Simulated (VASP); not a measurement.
# Al15CuN16 (a cell with a defect) in VASP: further runs

The runs below take Al15CuN16 (a cell with a defect) through single point, with PBE.

Everything below comes from runs of VASP 6.6.1. Logs are shortened: lines on timing, memory, paths and dates and some standing lists are left out, and cuts for length are marked.

### 1 The cell of the first run

The cell holds a defect, 32 atoms: a = 6.260 Å, b = 6.260 Å, c = 10.035 Å, α = 90.00°, β = 90.00°, γ = 120.00°.

### 2 Single point, PBE

INCAR

```
SYSTEM = Al15CuN16
  PREC = Accurate
  ENCUT = 520
  EDIFF = 1E-6
  ISMEAR = 0
  SIGMA = 0.01
  LREAL = Auto
  LASPH = .TRUE.
  NELM = 120
  ALGO = Normal
  ISIF = 2
  LWAVE = .FALSE.
  LCHARG = .FALSE.
  GGA = PE
  NBANDS = 90
  NELECT = 138.0
  GGA_COMPAT = .FALSE.
  ISYM = -1
```

KPOINTS

```
explicit points
1
Reciprocal
  0.25000000   0.25000000   0.25000000 1
```

POSCAR

```
Al15CuN16
1.0
    6.2595139092      0.0000000618      0.0000000000
   -3.1297570081      5.4208980298      0.0000000000
    0.0000000000      0.0000000000     10.0348065900
Al Cu N
15 1 16
Direct
    0.3334810173      0.1665371374      0.2536688755
    0.3335292714      0.1665980525      0.7471977654
    0.1672670314      0.3325851646      0.9931492138
    0.3338240252      0.6635935046      0.2530129529
    0.1730379300      0.8357167086      0.4961409497
    0.3326929744      0.6639102147      0.7471441201
    0.1678875064      0.8331676268      0.9999017622
    0.8361921200      0.1660006567      0.2530406752
    0.6646962423      0.3274220016      0.4961468033
    0.8361001664      0.1672603891      0.7471348687
    0.6669032419      0.3320533418      0.9998631986
    0.8345964938      0.6654231190      0.2508558627
    0.6656567995      0.8346771367      0.4963590331
    0.8340734627      0.6659878680      0.7463275966
    0.6669016930      0.8329993209      0.9993728550
    0.1629440655      0.3372924975      0.5090036252
    0.3404777571      0.1599327906      0.4358106804
    0.1689970590      0.3307808137      0.1838554479
    0.3352844205      0.1645619091      0.9399217878
    0.1686419908      0.3314863825      0.7146800199
    0.3450311396      0.6876551081      0.4348272598
    0.1669773259      0.8300459235      0.1871221413
    0.3349928957      0.6721280646      0.9401004447
    0.1686327557      0.8318572688      0.6896318980
    0.8126935312      0.1552810485      0.4348898244
    0.6701102819      0.3330744302      0.1870699747
    0.8275890853      0.1646173349      0.9399697162
    0.6682500357      0.3313771237      0.6896217054
    0.8335905243      0.6667466299      0.4388347533
    0.6700116591      0.8298817527      0.1865203924
    0.8327385235      0.6669558562      0.9374407510
    0.6682550329      0.8316444595      0.6904261705
```

Potentials or basis: VASP PAW PBE potentials, release 64 (Al, Cu, N).

On the command line:

```console
> cat potpaw_PBE.64/Al/POTCAR potpaw_PBE.64/Cu/POTCAR potpaw_PBE.64/N/POTCAR > POTCAR
> mpirun -np 1 vasp_std > vasp.out
```

OUTCAR:

```text
SYSTEM = Al15CuN16
   PREC = Accurate
   ENCUT = 520
   EDIFF = 1E-6
   ISMEAR = 0
   LREAL = Auto
   LASPH = .TRUE.
   NELM = 120
   ISIF = 2
   GGA = PE
   NELECT = 138.0
   ISYM = -1

 ion  position               nearest neighbor table
   1  0.333  0.167  0.254-  17 1.83  18 1.91  22 1.94  26 1.94   5 3.02   9 3.02   4 3.11   8 3.11
                             7 3.12  11 3.12  12 3.13  12 3.13   8 3.15   4 3.15   3 3.17
   2  0.334  0.167  0.747-  20 1.82  28 1.90  24 1.90  19 1.93  16 3.02   3 3.06   5 3.09   9 3.09
                            11 3.11   7 3.11   6 3.12  10 3.12  14 3.13  14 3.13  10 3.14   6 3.14
   3  0.167  0.333  0.993-  19 1.90  18 1.91  23 1.92  27 1.92  10 3.05   6 3.05   2 3.06   7 3.13
                            11 3.13  15 3.13  15 3.13  11 3.13   7 3.13   4 3.17   8 3.17   1 3.17
   4  0.334  0.664  0.253-  21 1.83  22 1.92  18 1.93  30 1.94  13 3.03   5 3.03   1 3.11   8 3.11
                            15 3.12   7 3.12  12 3.13  12 3.13   8 3.14   1 3.15   3 3.17
   5  0.173  0.836  0.496-  21 1.84  17 1.86  29 1.93  24 1.94   1 3.02   4 3.03  12 3.07   9 3.08
                            13 3.09   2 3.09   6 3.09  14 3.11  13 3.17   9 3.18
   6  0.333  0.664  0.747-  20 1.83  24 1.89  32 1.91  23 1.94  16 2.97   3 3.05   5 3.09  13 3.10
                            10 3.11  15 3.11   2 3.12   7 3.12  14 3.13  14 3.13   2 3.14  10 3.15
   7  0.168  0.833  1.000-  23 1.88  22 1.88  19 1.89  31 1.92  12 3.10   2 3.11   6 3.12  14 3.12
                             1 3.12  11 3.12   4 3.12  15 3.12   3 3.13   3 3.13  15 3.14  11 3.14
   8  0.836  0.166  0.253-  25 1.83  26 1.92  18 1.93  30 1.94  13 3.03   9 3.03   1 3.11   4 3.11
                            15 3.12  11 3.12  12 3.13  12 3.13   4 3.14   1 3.15   3 3.17
   9  0.665  0.327  0.496-  25 1.84  17 1.86  29 1.93  28 1.94   1 3.02   8 3.03  12 3.07   5 3.08
                            13 3.09   2 3.09  10 3.09  14 3.11  13 3.17   5 3.18
  10  0.836  0.167  0.747-  20 1.83  28 1.89  32 1.91  27 1.94  16 2.98   3 3.05   9 3.09  13 3.10
                             6 3.11  15 3.11   2 3.12  11 3.12  14 3.13  14 3.13   2 3.14   6 3.15
  11  0.667  0.332  1.000-  27 1.88  26 1.88  19 1.90  31 1.92  12 3.10   2 3.11  10 3.12  14 3.12
                             1 3.12   7 3.12  15 3.12   8 3.12   3 3.13   3 3.13  15 3.14   7 3.14
  12  0.835  0.665  0.251-  29 1.89  30 1.90  22 1.91  26 1.91   9 3.07   5 3.07  13 3.07   7 3.10
                            11 3.10  15 3.11   8 3.13   4 3.13   1 3.13   1 3.13   4 3.13   8 3.13
  13  0.666  0.835  0.496-  25 1.85  21 1.85  29 1.91  32 1.95   8 3.03   4 3.03  12 3.07   5 3.09
                             9 3.09  10 3.10   6 3.10  14 3.10   9 3.17   5 3.17
  14  0.834  0.666  0.746-  32 1.88  24 1.90  28 1.90  31 1.92  13 3.10   9 3.11   5 3.11  15 3.12
                             7 3.12  11 3.12   6 3.13  10 3.13   2 3.13   2 3.13  10 3.13   6 3.13
  15  0.667  0.833  0.999-  30 1.88  27 1.89  23 1.90  31 1.90  12 3.11   6 3.11  10 3.11  14 3.12
                             8 3.12   4 3.12  11 3.12   7 3.12   3 3.13   3 3.13   7 3.14  11 3.14
  16  0.163  0.337  0.509-  25 2.04  21 2.04  17 2.06  20 2.06   6 2.97  10 2.98   2 3.02
  17  0.340  0.160  0.436-   1 1.83   5 1.86   9 1.86  16 2.06
  18  0.169  0.331  0.184-   3 1.91   1 1.91   4 1.93   8 1.93
  19  0.335  0.165  0.940-   7 1.89  11 1.90   3 1.90   2 1.93
  20  0.169  0.331  0.715-   2 1.82   6 1.83  10 1.83  16 2.06
[... 151 lines left out ...]
  Thomas-Fermi vector in A             =   2.347025
   LORBIT       =      0    0 simple, 1 ext, 2 COOP (PROOUT), +10 PAW based schemes
   GGA     = PE    functional components
   LHFCALC =     F    Hartree Fock is set to
   AEXX    =    0.0000 exact exchange contribution
   IVDW    =     0    specifies the selected vdW correction
   LEPSILON=     F    determine dielectric tensor
   LRPA    =     F    only Hartree local field effects (RPA)
 non-spin polarized calculation
 Gauss-broadening in eV      SIGMA  =   0.01
  energy-cutoff  :      520.00
  volume of cell :      340.50
 maximum number of plane-waves:      9148
 NGX is ok and might be reduce to    48
   NGX = 23   NGY = 23   NGZ = 37

 number of electron     137.9999999 magnetization

 Free energy of the ion-electron system (eV)
  ---------------------------------------------------
  ext. energy  EPLUGINS =         0.00000000
  ---------------------------------------------------
  free energy    TOTEN  =      -220.53477481 eV

  energy without entropy =     -220.53477481  energy(sigma->0) =     -220.53477481

 E-fermi :   8.3389     XC(G=0): -10.9770

 val. band max:        8.2699020827   @ k =   0.2500   0.2500   0.2500
 cond. band min:      11.2420596709   @ k =   0.2500   0.2500   0.2500
 fundamental gap:      2.9721575882
 Fermi energy:         8.3388945319

 k-point     1 :       0.2500    0.2500    0.2500
  band No.  band energies     occupation
      1      -8.8969      2.00000
      2      -8.3292      2.00000
      3      -8.2958      2.00000
      4      -8.2193      2.00000
      5      -7.8246      2.00000
      6      -7.7028      2.00000
[... 73 lines left out ...]
     80      12.9233      0.00000
     81      13.0277      0.00000
 [bands above 81 left out]

------------------------ aborting loop because EDIFF is reached ----------------------------------------

  FORCE on cell =-STRESS in cart. coord.  units (eV):
  Direction    XX          YY          ZZ          XY          YZ          ZX
  --------------------------------------------------------------------------------------
  -------------------------------------------------------------------------------------
  Total       24.9585291     15.6951096     30.4667983     -8.0651242      0.3729501     -0.0495449
  in kB      117.4380184     73.8506090    143.3562212    -37.9490392      1.7548518     -0.2331250
  external PRESSURE =     111.5482828 kB  Pullay stress =       0.0000000 kB

 VOLUME and BASIS-vectors are now :
 -----------------------------------------------------------------------------
  energy-cutoff  :      520.00
  volume of cell :      340.50
      direct lattice vectors                 reciprocal lattice vectors
     6.259513909  0.000000062  0.000000000     0.159756813  0.092235641  0.000000000
    -3.129757008  5.420898030  0.000000000    -0.000000002  0.184471279  0.000000000
     0.000000000  0.000000000 10.034806590     0.000000000  0.000000000  0.099653141

 POSITION                                       TOTAL-FORCE (eV/Angst)
 -----------------------------------------------------------------------------------
      1.56621      0.90278      2.54552         0.001863      0.003156     -0.002016
      1.56632      0.90311      7.49799        -0.010921      0.005617      0.005883
      0.00610      1.80291      9.96606         0.003487     -0.005036     -0.001691
      0.01269      3.59727      2.53894        -0.004627      0.002986      0.006074
     -1.53246      4.53034      4.97868         0.011320     -0.007667     -0.000746
      0.00462      3.59899      7.49745        -0.001710      0.009697      0.019249
[... 24 lines left out ...]
      3.12513      3.61550      9.40704        -0.000937      0.005157     -0.001596
      1.58011      4.50826      6.92829         0.000343     -0.002990     -0.009491
 -----------------------------------------------------------------------------------
    total drift:                                0.023598     -0.013013      0.012445

  FREE ENERGIE OF THE ION-ELECTRON SYSTEM (eV)
  ---------------------------------------------------
  free  energy   TOTEN  =      -220.5347748142 eV

  energy  without entropy=     -220.5347748142  energy(sigma->0) =     -220.53477481
```

OSZICAR:

```text
N       E                     dE             d eps       ncg     rms          rms(c)
DAV:   1     0.107038723489E+04    0.10704E+04   -0.59663E+04   180   0.145E+03
DAV:   2    -0.115002858725E+03   -0.11854E+04   -0.11186E+04   222   0.351E+02
DAV:   3    -0.253212910187E+03   -0.13821E+03   -0.13600E+03   224   0.130E+02
DAV:   4    -0.260250041145E+03   -0.70371E+01   -0.69933E+01   296   0.338E+01
DAV:   5    -0.260300732407E+03   -0.50691E-01   -0.50495E-01   224   0.250E+00    0.360E+01
DAV:   6    -0.223262092030E+03    0.37039E+02   -0.20984E+02   280   0.671E+01    0.159E+01
DAV:   7    -0.220058890091E+03    0.32032E+01   -0.27609E+01   232   0.142E+02    0.962E+00
DAV:   8    -0.220583746211E+03   -0.52486E+00   -0.82958E+00   280   0.135E+01    0.527E+00
DAV:   9    -0.220532714534E+03    0.51032E-01   -0.41314E-01   240   0.279E+00    0.978E-01
DAV:  10    -0.220533127291E+03   -0.41276E-03   -0.97237E-02   280   0.337E+00    0.626E-01
DAV:  11    -0.220533876222E+03   -0.74893E-03   -0.22097E-02   280   0.126E+00    0.364E-01
DAV:  12    -0.220535386971E+03   -0.15107E-02   -0.83870E-03   272   0.984E-01    0.255E-01
DAV:  13    -0.220535015546E+03    0.37143E-03   -0.10043E-02   272   0.120E+00    0.132E-01
DAV:  14    -0.220534763930E+03    0.25162E-03   -0.15485E-03   272   0.471E-01    0.262E-02
DAV:  15    -0.220534776046E+03   -0.12116E-04   -0.16290E-04   232   0.394E-02    0.203E-02
DAV:  16    -0.220534774354E+03    0.16923E-05   -0.10901E-05   256   0.149E-02    0.120E-02
DAV:  17    -0.220534774814E+03   -0.46048E-06   -0.81805E-06   240   0.119E-02
   1 F= -.22053477E+03 E0= -.22053477E+03  d E =-.120002E-22
```

stdout:

```text
POSCAR found type information on POSCAR AlCuN
 POSCAR found :  3 types and      32 ions
 scaLAPACK will be used
 LDA part: xc-table for (Slater+PW92), standard interpolation
 POSCAR, INCAR and KPOINTS ok, starting setup
 FFT: planning ... GRIDC
 FFT: planning ... GRID_SOFT
 FFT: planning ... GRID
 WAVECAR not read
 entering main loop
 the old and the new charge density differ
 old charge density:   136.00000 new  138.00000
    0.360E+01
```

It took 1.9 min on 1 thread of Intel Xeon Platinum 8259CL at 2.50GHz (Skylake/Cascade Lake), shared host; peak memory 0.42 GiB.

What came out:

```yaml
Free_energy: -220.5348 eV
Largest_force: 0.039 eV/Å
```

Forces on the atoms (eV/Å):
```
Al   0.002  0.003 -0.002
Al  -0.011  0.006  0.006
Al   0.003 -0.005 -0.002
Al  -0.005  0.003  0.006
Al   0.011 -0.008 -0.001
Al  -0.002  0.010  0.019
Al  -0.001 -0.006  0.003
Al   0.002  0.014  0.004
Al   0.013 -0.015 -0.002
Al  -0.006  0.001  0.015
Al  -0.003 -0.005  0.004
Al  -0.003  0.007 -0.005
Al   0.007 -0.004  0.000
Al  -0.002  0.002  0.011
Al   0.005 -0.010  0.003
Cu   0.011 -0.010 -0.005
N    0.008 -0.002 -0.003
N   -0.003 -0.005 -0.002
N   -0.004  0.009 -0.002
N    0.001 -0.001  0.013
N   -0.010  0.037 -0.007
N    0.002 -0.010  0.001
N    0.002 -0.002 -0.011
N    0.006 -0.005 -0.010
N   -0.036 -0.006 -0.010
N    0.006 -0.004  0.001
N    0.002  0.010 -0.008
N    0.007 -0.003 -0.009
N   -0.008  0.006  0.006
N    0.005 -0.009 -0.002
N   -0.001  0.005 -0.002
N    0.000 -0.003 -0.009
```

Caveat: the cell carries a net charge on a neutralising background, which shifts energy and pressure; the cell is charged against a uniform background, so pressure and absolute levels hang on convention.

(Continued in part 2 of 2.)
